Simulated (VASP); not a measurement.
Wanted: the native input for a VASP 6.6.1 run.

```yaml
Task: single point
Functional: PBE
Potentials_or_basis: VASP PAW PBE potentials, release 64 (Ga_d, P)
Cutoff: 520 eV
k_mesh: 10 × 10 × 10
Occupations: gaussian, width 0.05 eV
Spin: no spin polarisation
Dipole_correction: no
Further_INCAR_settings: ALGO = Normal; EDIFF = 1e-06; NBANDS = 16
```

The structure of GaP lies in POSCAR:

```
GaP
1.0
    0.0000000000      2.8510099707      2.7757861657
    2.7757861657      0.0000000000      2.7757861657
    2.7757861657      2.8510099707      0.0000000000
Ga P
1 1
Direct
    0.0000000000      0.0000000000      0.0000000000
    0.7500000000      0.7500000000      0.7500000000
```

The input as run:

INCAR

```
  ALGO = Normal
  EDIFF = 1E-6
  ENCUT = 520
  GGA = PE
  ISIF = 2
  ISMEAR = 0
  LASPH = T
  LCHARG = F
  LREAL = F
  LWAVE = F
  NBANDS = 16
  NELM = 100
  PREC = Accurate
  SIGMA = 0.05
```

KPOINTS

```
k-points
0
Gamma
  10 10 10
```

Potentials or basis: VASP PAW PBE potentials, release 64 (Ga_d, P).

Command:

```sh
$ cat potpaw_PBE.64/Ga_d/POTCAR potpaw_PBE.64/P/POTCAR > POTCAR
$ mpirun -np 1 vasp_std > vasp.out
```

Results of the run:

- Pressure: -3.6 GPa
- Band gap on the k mesh: 1.11 eV

Caveat: the cell stands under tension.

Wall time 69 s on 1 thread of Intel(R) Xeon(R) Platinum 8259CL CPU @ 2.50GHz (Skylake/Cascade Lake) (shared host), peak memory 0.21 GiB.
